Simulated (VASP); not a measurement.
# BMoW3 (P4mm) in VASP: a series of runs

BMoW3 is run at these levels: PBE; tasks: single point, relaxation of cell and atoms.

All numbers are computed with VASP 6.6.1; they aren't measurements. Logs are shortened: lines on timing, memory, paths and dates and some standing lists are left out, and cuts for length are marked.

### 1 The cell of the first run

It takes space group P4mm (No. 99, tetragonal). Conventional cell: a = 4.073 Å, b = 4.073 Å, c = 4.870 Å, α = 90.00°, β = 90.00°, γ = 90.00°. Within 2.6 Å of B (site symmetry 4mm) lie 5 W at 1.94 to 2.09 Å. Within 2.7 Å of Mo (site symmetry 4mm) lie 4 W at 2.04 Å. W (site symmetry 2mm) has 2 Mo at 2.04 Å and 2 B at 2.09 Å within 2.7 Å. Within 2.6 Å of W (site symmetry 4mm) lie 1 B at 1.94 Å.

The cell was generated, and may not be a known phase.

### 2 Single point, PBE

Contents of INCAR:

```
PREC = Accurate ; ENCUT = 520
EDIFF = 1E-6 ; ISMEAR = 0
SIGMA = 0.1 ; LREAL = F
LASPH = T ; NELM = 100
ALGO = Normal ; ISIF = 2
LWAVE = F ; LCHARG = F
GGA = PE ; NBANDS = 38
```

Contents of KPOINTS:

```
Automatic mesh
0
Gamma
  4 4 4
```

Contents of POSCAR:

```
BMoW3
1.0
    4.0734073900      0.0000000000      0.0000000000
    0.0000000000      4.0734073900      0.0000000000
    0.0000000000      0.0000000000      4.8697103600
B Mo W
1 1 3
Direct
    0.5000000000      0.5000000000      0.7321076800
    0.0000000000      0.0000000000      0.6432240300
    0.5000000000      0.0000000000      0.6329737000
    0.0000000000      0.5000000000      0.6329737000
    0.5000000000      0.5000000000      0.1300482200
```

Potentials or basis: VASP PAW PBE potentials, release 64 (B, Mo_sv, W_sv).

Command:

```console
$ cat potpaw_PBE.64/B/POTCAR potpaw_PBE.64/Mo_sv/POTCAR potpaw_PBE.64/W_sv/POTCAR > POTCAR
$ mpirun -np 1 vasp_std > vasp.out
```

OUTCAR:

```text
PREC = Accurate
   ENCUT = 520
   EDIFF = 1E-6
   ISMEAR = 0
   LREAL = F
   LASPH = T
   NELM = 100
   ISIF = 2
   GGA = PE

 ion  position               nearest neighbor table
   1  0.500  0.500  0.732-   5 1.94   4 2.09   3 2.09   3 2.09   4 2.09
   2  0.000  0.000  0.643-   3 2.04   4 2.04   4 2.04   3 2.04
   3  0.500  0.000  0.633-   2 2.04   2 2.04   1 2.09   1 2.09   4 2.88   4 2.88   4 2.88   4 2.88
                             5 3.16   5 3.16   5 3.19   5 3.19
   4  0.000  0.500  0.633-   2 2.04   2 2.04   1 2.09   1 2.09   3 2.88   3 2.88   3 2.88   3 2.88
                             5 3.16   5 3.16   5 3.19   5 3.19
   5  0.500  0.500  0.130-   1 1.94   3 3.16   4 3.16   3 3.16   4 3.16   3 3.19   4 3.19   4 3.19
                             3 3.19

  LATTYP: Found a simple tetragonal cell.
 ALAT       =     4.0734073900
 C/A-ratio  =     1.1954881734

  Lattice vectors:

 A1 = (   4.0734073900,   0.0000000000,   0.0000000000)
 A2 = (   0.0000000000,   4.0734073900,   0.0000000000)
 A3 = (   0.0000000000,   0.0000000000,   4.8697103600)

Analysis of symmetry for initial positions (statically):
=====================================================================
 Subroutine PRICEL returns:
 Original cell was already a primitive cell.

 Routine SETGRP: Setting up the symmetry group for a
 simple tetragonal supercell.

 Subroutine GETGRP returns: Found  8 space group operations
 (whereof  8 operations were pure point group operations)
 out of a pool of 16 trial point group operations.

The static configuration has the point symmetry C_4v.

Analysis of symmetry for dynamics (positions and initial velocities):
=====================================================================
 Subroutine PRICEL returns:
 Original cell was already a primitive cell.

 Routine SETGRP: Setting up the symmetry group for a
 simple tetragonal supercell.

 Subroutine GETGRP returns: Found  8 space group operations
 (whereof  8 operations were pure point group operations)
 out of a pool of 16 trial point group operations.

The dynamic configuration has the point symmetry C_4v.

 Subroutine INISYM returns: Found  8 space group operations
 (whereof  8 operations are pure point group operations),
 and found     1 'primitive' translations

----------------------------------------------------------------------------------------

                                     Primitive cell

  volume of cell :      80.8014

  direct lattice vectors                    reciprocal lattice vectors
     4.073407390  0.000000000  0.000000000     0.245494718  0.000000000  0.000000000
     0.000000000  4.073407390  0.000000000     0.000000000  0.245494718  0.000000000
     0.000000000  0.000000000  4.869710360     0.000000000  0.000000000  0.205351022

  length of vectors
     4.073407390  4.073407390  4.869710360     0.245494718  0.245494718  0.205351022

  position of ions in fractional coordinates (direct lattice)
     0.500000000  0.500000000  0.732107680
     0.000000000  0.000000000  0.643224030
     0.500000000  0.000000000  0.632973700
     0.000000000  0.500000000  0.632973700
     0.500000000  0.500000000  0.130048220

  ion indices of the primitive-cell ions
   primitive index   ion index
                 1           1
                 2           2
                 3           3
                 4           4
                 5           5

----------------------------------------------------------------------------------------

 KPOINTS: Automatic mesh

Automatic generation of k-mesh.
 Grid dimensions read from file:
 generate k-points for:    4    4    4

 Generating k-lattice:

  Cartesian coordinates                     Fractional coordinates (reciprocal lattice)
     0.061373680  0.000000000  0.000000000     0.250000000  0.000000000  0.000000000
     0.000000000  0.061373680  0.000000000     0.000000000  0.250000000  0.000000000
     0.000000000  0.000000000  0.051337756     0.000000000  0.000000000  0.250000000

  Length of vectors
     0.061373680  0.061373680  0.051337756

  Shift w.r.t. Gamma in fractional coordinates (k-lattice)
     0.000000000  0.000000000  0.000000000

 Subroutine IBZKPT returns following result:
 ===========================================

 Found     18 irreducible k-points:

 Following reciprocal coordinates:
            Coordinates               Weight
  0.000000  0.000000  0.000000      1.000000
  0.250000  0.000000  0.000000      4.000000
  0.500000  0.000000  0.000000      2.000000
  0.250000  0.250000  0.000000      4.000000
  0.500000  0.250000  0.000000      4.000000
  0.500000  0.500000  0.000000      1.000000
[... 10 lines left out ...]
  0.500000  0.250000  0.500000      4.000000
  0.500000  0.500000  0.500000      1.000000
   k-points           NKPTS =     18   k-points in BZ     NKDIM =     18   number of bands    NBANDS=     38
   number of dos      NEDOS =    301   number of ions     NIONS =      5
   total plane-waves  NPLWV =  32400
   dimension x,y,z NGX =    30 NGY =   30 NGZ =   36
   dimension x,y,z NGXF=    60 NGYF=   60 NGZF=   72
   ions per type =               1   1   3
   NGX,Y,Z   is equivalent  to a cutoff of  12.24, 12.24, 12.29 a.u.
   NGXF,Y,Z  is equivalent  to a cutoff of  24.49, 24.49, 24.58 a.u.
 SYSTEM =  unknown system
   PREC   = accura    normal or accurate (medium, high low for compatibility)
   ISTART =      0    job   : 0-new  1-cont  2-samecut
   ICHARG =      2    charge: 1-file 2-atom 10-const
   ISPIN  =      1    spin polarized calculation?
   LNONCOLLINEAR =      F non collinear calculations
   LSORBIT =      F    spin-orbit coupling
   LASPH  =      T    aspherical Exc in radial PAW
   ENCUT  =  520.0 eV  38.22 Ry    6.18 a.u.   7.57  7.57  9.05*2*pi/ulx,y,z
   NELM   =    100;   NELMIN=  2; NELMDL= -5     # of ELM steps
   EDIFF  = 0.1E-05   stopping-criterion for ELM
   LREAL  =      F    real-space projection
   EDIFFG = 0.1E-04   stopping-criterion for IOM
   NSW    =      0    number of steps for IOM
   IBRION =     -1    ionic relax: 0-MD 1-quasi-New 2-CG
   NFREE  =      0    steps in history (QN), initial steepest desc. (CG)
   ISIF   =      2    stress and relaxation
   ISYM   =      2    0-nonsym 1-usesym 2-fastsym
   POTIM  = 0.5000    time-step for ionic-motion
   TEBEG  =    0.0;   TEEND  =   0.0 temperature during run
   PSTRESS=    0.0 pullay stress
   NELECT =      59.0000    total number of electrons
   NUPDOWN=      -1.0000    fix difference up-down
   EMIN   =  10.00;   EMAX   =-10.00  energy-range for DOS
   EFERMI =   0.00;   METHOD = LEGACY
   ISMEAR =     0;   SIGMA  =   0.10  broadening in eV -4-tet -1-fermi 0-gaus
   EFERMI_NEDOS =   21; number of points for ismear=-14 and -15
   IALGO  =     38    algorithm
   IMIX   =      4    mixing-type and parameters
     AMIX     =   0.40;   BMIX     =  1.00
     AMIX_MAG =   1.60;   BMIX_MAG =  1.00
  volume/ion in A,a.u.               =      16.16       109.05
  Fermi-wavevector in a.u.,A,eV,Ry     =   1.474187  2.785809 29.568550  2.173227
  Thomas-Fermi vector in A             =   2.588989
   LORBIT       =      0    0 simple, 1 ext, 2 COOP (PROOUT), +10 PAW based schemes
   GGA     = PE    functional components
   LHFCALC =     F    Hartree Fock is set to
   AEXX    =    0.0000 exact exchange contribution
   IVDW    =     0    specifies the selected vdW correction
   LEPSILON=     F    determine dielectric tensor
   LRPA    =     F    only Hartree local field effects (RPA)
 non-spin polarized calculation
 Gauss-broadening in eV      SIGMA  =   0.10
  energy-cutoff  :      520.00
  volume of cell :       80.80
 maximum number of plane-waves:      2188
   NGX = 15   NGY = 15   NGZ = 19

 number of electron      59.0000006 magnetization

 Free energy of the ion-electron system (eV)
  ---------------------------------------------------
  ext. energy  EPLUGINS =         0.00000000
  ---------------------------------------------------
  free energy    TOTEN  =       -37.27526108 eV

  energy without entropy =      -37.24639798  energy(sigma->0) =      -37.26082953

 E-fermi :   9.0695     XC(G=0): -12.0894

 val. band max:        9.0637586864   @ k =   0.5000   0.5000   0.0000
 cond. band min:       9.0789515579   @ k =   0.5000   0.5000   0.5000
 fundamental gap:      0.0151928715
 Fermi energy:         9.0695077339

 k-point     1 :       0.0000    0.0000    0.0000
  band No.  band energies     occupation
      1     -65.4289      2.00000
      2     -65.1433      2.00000
      3     -64.9937      2.00000
      4     -52.3103      2.00000
      5     -32.9412      2.00000
      6     -32.9412      2.00000
[... 30 lines left out ...]
     37      14.0601      0.00000
     38      14.7940      0.00000

 k-point     2 :       0.2500    0.0000    0.0000
  band No.  band energies     occupation
      1     -65.4287      2.00000
      2     -65.1183      2.00000
      3     -65.0121      2.00000
      4     -52.3833      2.00000
      5     -32.9116      2.00000
      6     -32.0024      2.00000
[... 30 lines left out ...]
     37      13.0049      0.00000
     38      14.4650      0.00000

 k-point     3 :       0.5000    0.0000    0.0000
  band No.  band energies     occupation
      1     -65.4284      2.00000
      2     -65.0695      2.00000
      3     -65.0540      2.00000
      4     -52.4549      2.00000
      5     -32.8812      2.00000
      6     -30.3067      2.00000
[... 30 lines left out ...]
     37      12.5407      0.00000
     38      13.4114      0.00000

 k-point     4 :       0.2500    0.2500    0.0000
  band No.  band energies     occupation
      1     -65.4285      2.00000
      2     -65.0991      2.00000
      3     -65.0241      2.00000
      4     -52.4563      2.00000
      5     -32.0116      2.00000
      6     -31.9279      2.00000
[... 30 lines left out ...]
     37      12.5544      0.00000
     38      12.8474      0.00000
[... 457 lines left out ...]
      4     -52.4562      2.00000
      5     -32.0113      2.00000
      6     -31.9279      2.00000
[... 30 lines left out ...]
     37      12.6239      0.00000
     38      12.6809      0.00000

 k-point    17 :       0.5000    0.2500    0.5000
  band No.  band energies     occupation
      1     -65.4282      2.00000
      2     -65.0619      2.00000
      3     -65.0543      2.00000
      4     -52.5280      2.00000
      5     -31.9387      2.00000
      6     -30.3020      2.00000
[... 30 lines left out ...]
     37      12.0862      0.00000
     38      12.1811      0.00000

 k-point    18 :       0.5000    0.5000    0.5000
  band No.  band energies     occupation
      1     -65.4281      2.00000
      2     -65.0543      2.00000
      3     -65.0543      2.00000
      4     -52.6000      2.00000
      5     -30.4302      2.00000
      6     -30.1770      2.00000
[... 30 lines left out ...]
     37      11.7262      0.00000
     38      11.9876      0.00000

------------------------ aborting loop because EDIFF is reached ----------------------------------------

  FORCE on cell =-STRESS in cart. coord.  units (eV):
  Direction    XX          YY          ZZ          XY          YZ          ZX
  --------------------------------------------------------------------------------------
  -------------------------------------------------------------------------------------
  Total       60.2509462     60.2509462     -2.8965756      0.0000000      0.0000000      0.0000000
  in kB     1194.6911013   1194.6911013    -57.4350008      0.0000000      0.0000000      0.0000000
  external PRESSURE =     777.3157339 kB  Pullay stress =       0.0000000 kB

 VOLUME and BASIS-vectors are now :
 -----------------------------------------------------------------------------
  energy-cutoff  :      520.00
  volume of cell :       80.80
      direct lattice vectors                 reciprocal lattice vectors
     4.073407390  0.000000000  0.000000000     0.245494718  0.000000000  0.000000000
     0.000000000  4.073407390  0.000000000     0.000000000  0.245494718  0.000000000
     0.000000000  0.000000000  4.869710360     0.000000000  0.000000000  0.205351022

 POSITION                                       TOTAL-FORCE (eV/Angst)
 -----------------------------------------------------------------------------------
      2.03670      2.03670      3.56515         0.000000      0.000000     -0.858298
      0.00000      0.00000      3.13231         0.000000      0.000000      1.924875
      2.03670      0.00000      3.08240         0.000000      0.000000     -2.127642
      0.00000      2.03670      3.08240         0.000000      0.000000     -2.127642
      2.03670      2.03670      0.63330        -0.000000     -0.000000      3.188708
 -----------------------------------------------------------------------------------
    total drift:                                0.000000     -0.000000     -0.001335

  FREE ENERGIE OF THE ION-ELECTRON SYSTEM (eV)
  ---------------------------------------------------
  free  energy   TOTEN  =       -37.2752610766 eV

  energy  without entropy=      -37.2463979774  energy(sigma->0) =      -37.26082953
```

Run time: 35 s. Hardware: 1 thread of AMD EPYC 9R45 (Zen 5), shared host; peak memory 0.18 GiB.

Results:

```
Free energy            : -37.2753 eV
Pressure               : 77.7 GPa
Largest force          : 3.189 eV/Å
Band gap on the k mesh : zero (an odd number of electrons rules out a gap without spin polarisation)
```

Forces in eV/Å, atoms in the order of the input:
```
B    0.000  0.000 -0.858
Mo   0.000  0.000  1.925
W    0.000  0.000 -2.128
W    0.000  0.000 -2.128
W    0.000  0.000  3.189
```

Caveat: the k points lie up to 0.39 Å⁻¹ apart, too coarse for converged energies and pressures of a metal; atoms lie so close that the PAW spheres overlap strongly, which falsifies energies and pressures; spin-orbit coupling is left out, which moves the levels of the heavy elements; forces of over 1 eV/Å act on the atoms, so gaps and moduli don't describe the material at rest.

### 3 Relaxation of cell and atoms, PBE

Contents of INCAR:

```
SYSTEM = BMoW3
ALGO = Normal
EDIFF = 1E-7
EDIFFG = -0.04
ENCUT = 600
GGA = PE
IBRION = 2
ISIF = 3
ISMEAR = 0
LASPH = .True.
LCHARG = .False.
LREAL = .False.
LWAVE = .False.
NELM = 80
NSW = 90
PREC = Accurate
SIGMA = 0.1
```

Contents of KPOINTS:

```
k-points
0
Gamma
  4 4 4
  0 0 0
```

POSCAR is that of step 2.

Potentials or basis: VASP PAW PBE potentials, release 64 (B, Mo_sv, W_sv).

Command:

```console
$ cat potpaw_PBE.64/B/POTCAR potpaw_PBE.64/Mo_sv/POTCAR potpaw_PBE.64/W_sv/POTCAR > POTCAR
$ mpirun -np 1 vasp_std > vasp.out
```

OUTCAR:

```text
SYSTEM = BMoW3
   EDIFF = 1E-7
   EDIFFG = -0.04
   ENCUT = 600
   GGA = PE
   IBRION = 2
   ISIF = 3
   ISMEAR = 0
   LASPH = .True.
   LREAL = .False.
   NELM = 80
   NSW = 90
   PREC = Accurate

 ion  position               nearest neighbor table
   1  0.500  0.500  0.732-   5 1.94   4 2.09   3 2.09   3 2.09   4 2.09
   2  0.000  0.000  0.643-   3 2.04   4 2.04   4 2.04   3 2.04
   3  0.500  0.000  0.633-   2 2.04   2 2.04   1 2.09   1 2.09   4 2.88   4 2.88   4 2.88   4 2.88
                             5 3.16   5 3.16   5 3.19   5 3.19
   4  0.000  0.500  0.633-   2 2.04   2 2.04   1 2.09   1 2.09   3 2.88   3 2.88   3 2.88   3 2.88
                             5 3.16   5 3.16   5 3.19   5 3.19
   5  0.500  0.500  0.130-   1 1.94   3 3.16   4 3.16   3 3.16   4 3.16   3 3.19   4 3.19   4 3.19
                             3 3.19

  LATTYP: Found a simple tetragonal cell.
 ALAT       =     4.0734073900
 C/A-ratio  =     1.1954881734

[... 981 lines left out ...]
  FREE ENERGIE OF THE ION-ELECTRON SYSTEM (eV)
  ---------------------------------------------------
  free  energy   TOTEN  =       -44.3563096399 eV

  energy  without entropy=      -44.3173780667  energy(sigma->0) =      -44.33684385

[... ionic steps 4 to 55 ...]

--------------------------------------- Ionic step       56  -------------------------------------------

 number of electron      59.0000003 magnetization

------------------------ aborting loop because EDIFF is reached ----------------------------------------
[... 764 lines left out ...]
--------------------------------------- Ionic step       58  -------------------------------------------

 number of electron      59.0000006 magnetization

 Free energy of the ion-electron system (eV)
  ---------------------------------------------------
  ext. energy  EPLUGINS =         0.00000000
  ---------------------------------------------------
  free energy    TOTEN  =       -54.84888856 eV

  energy without entropy =      -54.82954710  energy(sigma->0) =      -54.83921783

 E-fermi :   9.9633     XC(G=0): -13.0565

 val. band max:        9.8736034741   @ k =   0.2500   0.2500   0.5000
 cond. band min:      10.0130679412   @ k =   0.2500   0.2500   0.5000
 fundamental gap:      0.1394644671
 Fermi energy:         9.9633261127
[... 714 lines left out ...]
  FREE ENERGIE OF THE ION-ELECTRON SYSTEM (eV)
  ---------------------------------------------------
  free  energy   TOTEN  =       -54.8488885640 eV

  energy  without entropy=      -54.8295471028  energy(sigma->0) =      -54.83921783

 reached required accuracy - stopping structural energy minimisation
```

CONTCAR:

```text
BMoW3
   1.00000000000000
     4.2042787543630542   -0.0000000000000000    0.0000000000000000
     0.0000000000000000    4.2042787543630542   -0.0000000000000000
     0.0000000000000000   -0.0000000000000000    4.2043374368763944
  B               Mo              W
     1     1     3
Direct
     0.5000000000000000    0.5000000000000000    0.5539502155901771
     0.0000000000000000    0.0000000000000000    0.0554478990598625
     0.5000000000000000    0.0000000000000000    0.5541164160506854
     0.0000000000000000    0.5000000000000000    0.5541164160506854
     0.5000000000000000    0.5000000000000000    0.0536963832485883

  0.00000000E+00  0.00000000E+00  0.00000000E+00
  0.00000000E+00  0.00000000E+00  0.00000000E+00
  0.00000000E+00  0.00000000E+00  0.00000000E+00
  0.00000000E+00  0.00000000E+00  0.00000000E+00
  0.00000000E+00  0.00000000E+00  0.00000000E+00
```

It took 36 min on 1 thread of AMD EPYC 9R45 (Zen 5), shared host; peak memory 0.24 GiB.

Results:

| Quantity | Value |
| --- | --- |
| Free energy | -54.8489 eV |
| Relaxed volume | 14.86 Å³/atom |
| Relaxed cell | a = 4.204 Å, b = 4.204 Å, c = 4.204 Å, α = 90.00°, β = 90.00°, γ = 90.00° |
| Space group after relaxing (to 0.1 Å) | Pm-3m (No. 221) |
| Pressure after relaxing | -0.4 GPa |
| Largest force after relaxing | 0.038 eV/Å |
| Band gap on the k mesh | zero (an odd number of electrons rules out a gap without spin polarisation) |

Forces in eV/Å, atoms in the order of the input:
```
B    0.000  0.000 -0.019
Mo   0.000  0.000  0.003
W    0.000  0.000 -0.011
W    0.000  0.000 -0.011
W    0.000  0.000  0.038
```

Final structure:
```
CELL_PARAMETERS angstrom
4.20428 0.00000 0.00000
0.00000 4.20428 0.00000
0.00000 0.00000 4.20434
ATOMIC_POSITIONS crystal
B 0.50000 0.50000 0.55395
Mo 0.00000 0.00000 0.05545
W 0.50000 0.00000 0.55412
W 0.00000 0.50000 0.55412
W 0.50000 0.50000 0.05370
```

Caveat: the k points lie up to 0.37 Å⁻¹ apart in the final cell, too coarse for converged energies and pressures of a metal; spin-orbit coupling is left out, which moves the levels of the heavy elements.

The gap in the log of VASP goes by the Fermi energy; the results here count the filled bands.